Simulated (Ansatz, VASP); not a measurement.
# Al: VASP beside Ansatz

File INCAR:

```
ALGO = Fast
EDIFF = 1E-6
ENCUT = 520
GGA = PS
ISIF = 2
ISMEAR = 0
LASPH = T
LCHARG = T
LELF = T
LREAL = F
LVHAR = T
LWAVE = F
NBANDS = 8
NELM = 80
PREC = Accurate
SIGMA = 0.15
```

Contents of KPOINTS:

```
k-points
0
Gamma
  22 22 22
```

File POSCAR:

```
Al
1.0
    0.0000000000      2.0810232911      1.9145414278
    2.0810232911      0.0000000000      1.9145414278
    2.0810232911      2.0810232911      0.0000000000
Al
1
Direct
    0.0000000000      0.0000000000      0.0000000000
```

Input for Ansatz:

```yaml
crystal:
  lattice:
    - [0.0, 2.0810232911, 1.9145414278]
    - [2.0810232911, 0.0, 1.9145414278]
    - [2.0810232911, 2.0810232911, 0.0]
  atoms:
    - { symbol: Al, position: [0.0, 0.0, 0.0] }
basis:
  ecutwfc: 420
kpoints:
  mp_grid: { grid: [22, 22, 22] }
hamiltonian:
  xc: pbesol
scf:
  occupations: { method: gaussian, width: 0.15 }
output:
  forces: true
  stress: true
  eigenvalues: true
```

Alike in both runs: task single point; functional PBEsol; k mesh 22 × 22 × 22; occupations gaussian, width 0.15 eV; no spin polarisation.

|  | VASP | Ansatz |
| --- | --- | --- |
| version | VASP 6.6.1 | Ansatz 0.2.0 |
| potentials or method | VASP PAW PBE potentials, release 64 (Al), cutoff 520 eV | scalar-relativistic, plane waves, PAW |
| valence electrons in the cell | 3 | 3 |

|  | VASP | Ansatz | Ansatz less VASP |
| --- | --- | --- | --- |
| gap on the k mesh at the Fermi level (eV) | none | none | - |
| pressure (GPa) | -1.4 | -1.5 | -0.06 |
| traceless stress, the component that is largest in VASP (GPa) | 2.93 | 2.92 | -0.012 |

VASP's potentials were made for PBE, not for PBEsol. A gap of «none» marks a metal or a gap that the smearing closes.
